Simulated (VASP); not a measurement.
# GaN (F-43m) in VASP: notebook, part 2 of 2

VASP 6.6.1. Earlier steps stand in the parts before.

## (3) Vibrations by perturbation theory, PBEsol

This run uses another cell than the first one, of 10.84 Å³/atom.

File INCAR:

```
SYSTEM = GaN
PREC = Accurate
ENCUT = 520
EDIFF = 1E-8
ISMEAR = 0
SIGMA = 0.01
LREAL = .FALSE.
LASPH = .TRUE.
NELM = 80
ALGO = Normal
ISIF = 2
LWAVE = .FALSE.
LCHARG = .FALSE.
GGA = PS
IBRION = 8
NSW = 1
```

File KPOINTS:

```
regular mesh
0
G
  10 10 10
  0 0 0
```

File POSCAR:

```
GaN
1.0
    2.2134801970      2.2134801970      0.0000000000
   -2.2134801970      2.2134801970      0.0000000000
    0.0000000000      2.2134801970      2.2134801970
Ga N
1 1
Direct
    0.0000000000      0.0000000000      0.0000000000
    0.2500000000      0.7500000000      0.5000000000
```

Potentials or basis: VASP PAW PBE potentials, release 64 (Ga_d, N).

The run is started by

```bash
cat potpaw_PBE.64/Ga_d/POTCAR potpaw_PBE.64/N/POTCAR > POTCAR
mpirun -np 1 vasp_std > vasp.out
```

OUTCAR:

```text
SYSTEM = GaN
   PREC = Accurate
   ENCUT = 520
   EDIFF = 1E-8
   ISMEAR = 0
   LREAL = .FALSE.
   LASPH = .TRUE.
   NELM = 80
   ISIF = 2
   GGA = PS
   IBRION = 8
   NSW = 1

 ion  position               nearest neighbor table
   1  0.000  0.000  0.000-   2 1.92   2 1.92   2 1.92   2 1.92
   2  0.250  0.750  0.500-   1 1.92   1 1.92   1 1.92   1 1.92

  LATTYP: Found a face centered cubic cell.
 ALAT       =     4.4269603940

  Lattice vectors:

 A1 = (   0.0000000000,   2.2134801970,   2.2134801970)
 A2 = (   2.2134801970,   0.0000000000,   2.2134801970)
 A3 = (   2.2134801970,   2.2134801970,   0.0000000000)

Analysis of symmetry for initial positions (statically):
=====================================================================
 Subroutine PRICEL returns:
 Original cell was already a primitive cell.

 Routine SETGRP: Setting up the symmetry group for a
 face centered cubic supercell.

 Subroutine GETGRP returns: Found 24 space group operations
 (whereof 24 operations were pure point group operations)
 out of a pool of 48 trial point group operations.

The static configuration has the point symmetry T_d .

Analysis of symmetry for dynamics (positions and initial velocities):
=====================================================================
 Subroutine PRICEL returns:
 Original cell was already a primitive cell.

 Routine SETGRP: Setting up the symmetry group for a
 face centered cubic supercell.

 Subroutine GETGRP returns: Found 24 space group operations
 (whereof 24 operations were pure point group operations)
 out of a pool of 48 trial point group operations.

The dynamic configuration has the point symmetry T_d .

 Subroutine INISYM returns: Found 24 space group operations
 (whereof 24 operations are pure point group operations),
 and found     1 'primitive' translations

----------------------------------------------------------------------------------------

                                     Primitive cell

  volume of cell :      21.6899

  direct lattice vectors                    reciprocal lattice vectors
     2.213480197  2.213480197  0.000000000     0.225888626  0.225888626 -0.225888626
    -2.213480197  2.213480197  0.000000000    -0.225888626  0.225888626 -0.225888626
     0.000000000  2.213480197  2.213480197     0.000000000  0.000000000  0.451777252

  length of vectors
     3.130333715  3.130333715  3.130333715     0.391250577  0.391250577  0.451777252

  position of ions in fractional coordinates (direct lattice)
     0.000000000  0.000000000  0.000000000
     0.250000000  0.750000000  0.500000000

  ion indices of the primitive-cell ions
   primitive index   ion index
                 1           1
                 2           2

[... 139 lines left out ...]
     10       7.7808      0.00000
     11      16.2921      0.00000
     12      16.2921      0.00000
     13      16.2921      0.00000
[... 354 lines left out ...]
  band No.  band energies     occupation
      1      -9.3551      2.00000
      2      -7.5847      2.00000
      3      -7.4437      2.00000
      4      -7.3948      2.00000
      5      -7.2899      2.00000
      6      -5.5342      2.00000
      7      -0.5710      2.00000
      8       1.3967      2.00000
      9       3.6660      2.00000
     10      11.2557      0.00000
     11      13.9700      0.00000
     12      16.6384      0.00000
     13      18.4584      0.00000

 [... further k-points ...]

------------------------ aborting loop because EDIFF is reached ----------------------------------------

  FORCE on cell =-STRESS in cart. coord.  units (eV):
  Direction    XX          YY          ZZ          XY          YZ          ZX
  --------------------------------------------------------------------------------------
  -------------------------------------------------------------------------------------
  Total        1.3171903      1.3171903      1.3171903      0.0000000      0.0000000      0.0000000
  in kB       97.2976109     97.2976109     97.2976109      0.0000000      0.0000000      0.0000000
  external PRESSURE =      97.2976109 kB  Pullay stress =       0.0000000 kB

 VOLUME and BASIS-vectors are now :
 -----------------------------------------------------------------------------
  energy-cutoff  :      520.00
  volume of cell :       21.69
      direct lattice vectors                 reciprocal lattice vectors
     2.213480197  2.213480197  0.000000000     0.225888626  0.225888626 -0.225888626
    -2.213480197  2.213480197  0.000000000    -0.225888626  0.225888626 -0.225888626
     0.000000000  2.213480197  2.213480197     0.000000000  0.000000000  0.451777252

 POSITION                                       TOTAL-FORCE (eV/Angst)
 -----------------------------------------------------------------------------------
      0.00000      0.00000      0.00000         0.000000      0.000000      0.000000
     -1.10674      3.32022      1.10674        -0.000000     -0.000000     -0.000000
 -----------------------------------------------------------------------------------
    total drift:                                0.000002     -0.000000      0.000000

  FREE ENERGIE OF THE ION-ELECTRON SYSTEM (eV)
  ---------------------------------------------------
  free  energy   TOTEN  =       -13.0916976286 eV

  energy  without entropy=      -13.0916976286  energy(sigma->0) =      -13.09169763

[... ionic steps 2 to 3 ...]

--------------------------------------- Ionic step        4  -------------------------------------------

------------------------ aborting loop because EDIFF is reached ----------------------------------------

[... ionic steps 5 to 6 ...]

--------------------------------------- Ionic step        7  -------------------------------------------

 Free energy of the ion-electron system (eV)
  ---------------------------------------------------
  ---------------------------------------------------
  free energy    TOTEN  =        -0.23300811 eV

  energy without entropy =       -0.23300811

------------------------ aborting loop because EDIFF is reached ----------------------------------------

 INTERNAL STRAIN TENSOR  FOR ION    2  DIRECTION 1   (eV/Angst):
 -----------------------------------------------------------------------------
     0.02084  0.00000  0.00000
     0.00000 -0.00164-10.93015
     0.00000-10.93015 -0.00164

 INTERNAL STRAIN TENSOR FOR ION    2 for displacements in x,y,z  (eV/Angst):
          X           Y           Z          XY          YZ          ZX
  --------------------------------------------------------------------------------
  x     0.00000    -0.00000    -0.00000     0.00000   -10.93015     0.00000
  y    -0.00000     0.00000    -0.00000     0.00000     0.00000   -10.93015
  z    -0.00000    -0.00000     0.00000   -10.93015     0.00000     0.00000

 SECOND DERIVATIVES (NOT SYMMETRIZED)
 ------------------------------------
               1X          1Y          1Z          2X          2Y          2Z
  1X   -14.053250   -0.000000    0.000000   14.053250    0.000000   -0.000000
  1Y     0.000000  -14.053250   -0.000000   -0.000000   14.053250    0.000000
  1Z     0.000000   -0.000000  -14.053250   -0.000000    0.000000   14.053250
  2X    14.043360    0.000000    0.000000  -14.043360    0.000000    0.000000
  2Y     0.000000   14.043360    0.000000    0.000000  -14.043360    0.000000
  2Z     0.000000    0.000000   14.043360    0.000000    0.000000  -14.043360

 Eigenvectors and eigenvalues of the dynamical matrix
 ----------------------------------------------------

   1 f  =   17.158102 THz   107.807533 2PiTHz  572.332669 cm-1    70.960175 meV
             X         Y         Z           dx          dy          dz
      0.000000  0.000000  0.000000     0.409055    0.000000   -0.000000
     -1.106740  3.320220  1.106740    -0.912510    0.000000   -0.000000
[... 21 lines left out ...]
   6 f/i=    0.002254 THz     0.014164 2PiTHz    0.075195 cm-1     0.009323 meV
             X         Y         Z           dx          dy          dz
      0.000000  0.000000  0.000000    -0.070950   -0.642945    0.643632
     -1.106740  3.320220  1.106740    -0.031805   -0.288216    0.288524

--------------------------------------------------------------------------------------------------------

 ELASTIC MODULI CONTR FROM IONIC RELAXATION (kBar)
 Direction    XX          YY          ZZ          XY          YZ          ZX
 --------------------------------------------------------------------------------
 XX          -0.0000     -0.0000     -0.0000     -0.0000      0.0000     -0.0000
 YY          -0.0000     -0.0000     -0.0000     -0.0000     -0.0000      0.0000
 ZZ          -0.0000     -0.0000     -0.0000     -0.0000     -0.0000     -0.0000
 XY          -0.0000     -0.0000     -0.0000   -594.1171     -0.0000      0.0000
 YZ           0.0000     -0.0000     -0.0000     -0.0000   -594.1171      0.0000
 ZX          -0.0000      0.0000     -0.0000      0.0000      0.0000   -594.1171
 --------------------------------------------------------------------------------
```

stdout:

```text
POSCAR found type information on POSCAR GaN
 POSCAR found :  2 types and       2 ions
 scaLAPACK will be used
 -----------------------------------------------------------------------------
|                                                                             |
|                                                                             |
|     You enforced a specific xc type in the INCAR file but a different       |
|     I HOPE YOU KNOW WHAT YOU ARE DOING!                                     |
|                                                                             |
 -----------------------------------------------------------------------------

 LDA part: xc-table for (Slater+PW92), standard interpolation
 POSCAR, INCAR and KPOINTS ok, starting setup
 FFT: planning ... GRIDC
 FFT: planning ... GRID_SOFT
 FFT: planning ... GRID
 WAVECAR not read
 entering main loop
 Linear response reoptimize wavefunctions to high precision
 Linear response DOF=           2
 Linear response progress:
 first order change of Fermi-energy   0.36531E+00
 force on displaced ion       1 direction 1 : -14.053  -0.000  -0.000
 Linear response progress:
 first order change of Fermi-energy  -0.36625E+00
 force on displaced ion       2 direction 1 : -14.043   0.000   0.000
 Linear response finished
```

It took 2.3 min on 1 thread of Intel Xeon 8259CL, shared host; peak memory 0.21 GiB.

What came out:

```
Highest phonon frequency at Γ, LO-TO splitting left out : 572 cm⁻¹
```

Phonon frequencies in cm⁻¹ (negative: imaginary):
```csv
q point,frequencies
"(0.000, 0.000, 0.000)",0 0 0 572 572 572
```

Caveat: the cell stands under pressure or tension, which shifts response properties; the PAW data sets were made with another functional, which shifts forces and pressure a little.

## (4) Vibrations by perturbation theory, PBEsol

This run uses another cell than the first one, of 10.99 Å³/atom.

File INCAR:

```
PREC = Accurate
ENCUT = 520
EDIFF = 1E-8
ISMEAR = 0
SIGMA = 0.01
LREAL = F
LASPH = T
NELM = 80
ALGO = Normal
ISIF = 2
LWAVE = F
LCHARG = F
GGA = PS
IBRION = 8
NSW = 1
```

File KPOINTS:

```
Automatic mesh
0
Gamma
  10 10 10
```

File POSCAR:

```
GaN
1.0
    2.2233499105      2.2233499105      0.0000000000
   -2.2233499105      2.2233499105      0.0000000000
    0.0000000000      2.2233499105      2.2233499105
Ga N
1 1
Direct
    0.0000000000      0.0000000000      0.0000000000
    0.2500000000      0.7500000000      0.5000000000
```

Potentials or basis: VASP PAW PBE potentials, release 64 (Ga_d, N).

The run is started by

```bash
cat potpaw_PBE.64/Ga_d/POTCAR potpaw_PBE.64/N/POTCAR > POTCAR
mpirun -np 1 vasp_std > vasp.out
```

OUTCAR:

```text
PREC = Accurate
   ENCUT = 520
   EDIFF = 1E-8
   ISMEAR = 0
   LREAL = F
   LASPH = T
   NELM = 80
   ISIF = 2
   GGA = PS
   IBRION = 8
   NSW = 1

 ion  position               nearest neighbor table
   1  0.000  0.000  0.000-   2 1.93   2 1.93   2 1.93   2 1.93
   2  0.250  0.750  0.500-   1 1.93   1 1.93   1 1.93   1 1.93

  LATTYP: Found a face centered cubic cell.
 ALAT       =     4.4466998210

  Lattice vectors:

 A1 = (   0.0000000000,   2.2233499105,   2.2233499105)
 A2 = (   2.2233499105,   0.0000000000,   2.2233499105)
[... 637 lines left out ...]
               1X          1Y          1Z          2X          2Y          2Z
  1X   -13.510190    0.000000   -0.000000   13.510190   -0.000000    0.000000
  1Y    -0.000000  -13.510190    0.000000    0.000000   13.510190   -0.000000
  1Z    -0.000000    0.000000  -13.510190    0.000000   -0.000000   13.510190
  2X    13.508864   -0.000000    0.000000  -13.508864    0.000000   -0.000000
  2Y     0.000000   13.508864   -0.000000   -0.000000  -13.508864    0.000000
  2Z     0.000000   -0.000000   13.508864   -0.000000    0.000000  -13.508864

 Eigenvectors and eigenvalues of the dynamical matrix
 ----------------------------------------------------

   1 f  =   16.827559 THz   105.730674 2PiTHz  561.306964 cm-1    69.593163 meV
             X         Y         Z           dx          dy          dz
      0.000000  0.000000  0.000000     0.000000   -0.408952    0.000000
     -1.111675  3.335025  1.111675    -0.000000    0.912556    0.000000
[... 21 lines left out ...]
   6 f/i=    0.000308 THz     0.001935 2PiTHz    0.010275 cm-1     0.001274 meV
             X         Y         Z           dx          dy          dz
      0.000000  0.000000  0.000000     0.899905    0.125565   -0.084637
     -1.111675  3.335025  1.111675     0.403282    0.056271   -0.037929

--------------------------------------------------------------------------------------------------------

 ELASTIC MODULI CONTR FROM IONIC RELAXATION (kBar)
 Direction    XX          YY          ZZ          XY          YZ          ZX
 --------------------------------------------------------------------------------
 XX          -0.0000     -0.0000     -0.0000      0.0000      0.0000     -0.0000
 YY          -0.0000     -0.0000     -0.0000      0.0000      0.0000     -0.0000
 ZZ          -0.0000     -0.0000     -0.0000      0.0000      0.0000     -0.0000
 XY           0.0000      0.0000      0.0000   -521.1867      0.0000     -0.0000
 YZ           0.0000      0.0000      0.0000      0.0000   -521.1867      0.0000
 ZX          -0.0000     -0.0000     -0.0000     -0.0000      0.0000   -521.1867
 --------------------------------------------------------------------------------
```

OSZICAR:

```text
N       E                     dE             d eps       ncg     rms          rms(c)
DAV:   1     0.866900624831E+02    0.86690E+02   -0.97992E+03  1312   0.250E+03
DAV:   2    -0.802240607663E+01   -0.94712E+02   -0.89977E+02  1387   0.363E+02
DAV:   3    -0.148704018018E+02   -0.68480E+01   -0.68061E+01  1342   0.881E+01
DAV:   4    -0.149843432300E+02   -0.11394E+00   -0.11387E+00  1473   0.122E+01
[... 49 lines left out ...]
RMM:   9    -0.232661577944E+00    0.23978E-06   -0.36748E-09  8783   0.285E-04    0.159E-05
RMM:  10    -0.232661644615E+00   -0.66671E-07   -0.33173E-10  8762   0.997E-05    0.166E-06
RMM:  11    -0.232661623721E+00    0.20894E-07    0.21733E-10  8793   0.396E-05    0.103E-06
RMM:  12    -0.232661612414E+00    0.11306E-07    0.58213E-10  8471   0.206E-05    0.293E-07
RMM:  13    -0.232661609840E+00    0.25741E-08   -0.50088E-10  7168   0.143E-05    0.911E-08
 Linear response finished
```

stdout:

```text
POSCAR found type information on POSCAR GaN
 POSCAR found :  2 types and       2 ions
 scaLAPACK will be used
 -----------------------------------------------------------------------------
|                                                                             |
|                                                                             |
|     You enforced a specific xc type in the INCAR file but a different       |
|     I HOPE YOU KNOW WHAT YOU ARE DOING!                                     |
|                                                                             |
 -----------------------------------------------------------------------------

 LDA part: xc-table for (Slater+PW92), standard interpolation
 POSCAR, INCAR and KPOINTS ok, starting setup
 FFT: planning ... GRIDC
 FFT: planning ... GRID_SOFT
 FFT: planning ... GRID
 WAVECAR not read
 entering main loop
 Linear response reoptimize wavefunctions to high precision
 Linear response DOF=           2
 Linear response progress:
 first order change of Fermi-energy  -0.26180E+00
 force on displaced ion       1 direction 1 : -13.510   0.000   0.000
 Linear response progress:
 first order change of Fermi-energy   0.26086E+00
 force on displaced ion       2 direction 1 : -13.509   0.000   0.000
 Linear response finished
```

Run time: 2.6 min. Hardware: 1 thread of Intel Xeon 8259CL, shared host; peak memory 0.22 GiB.

What came out:

| Item | Value |
| --- | --- |
| Highest phonon frequency at Γ, LO-TO splitting left out | 561 cm⁻¹ |

Phonon frequencies in cm⁻¹ (negative: imaginary):
```
              q point        frequencies
(0.000, 0.000, 0.000)  0 0 0 561 561 561
```

Caveat: the cell stands under pressure or tension, which shifts response properties; the PAW data sets were made with another functional, which shifts forces and pressure a little.
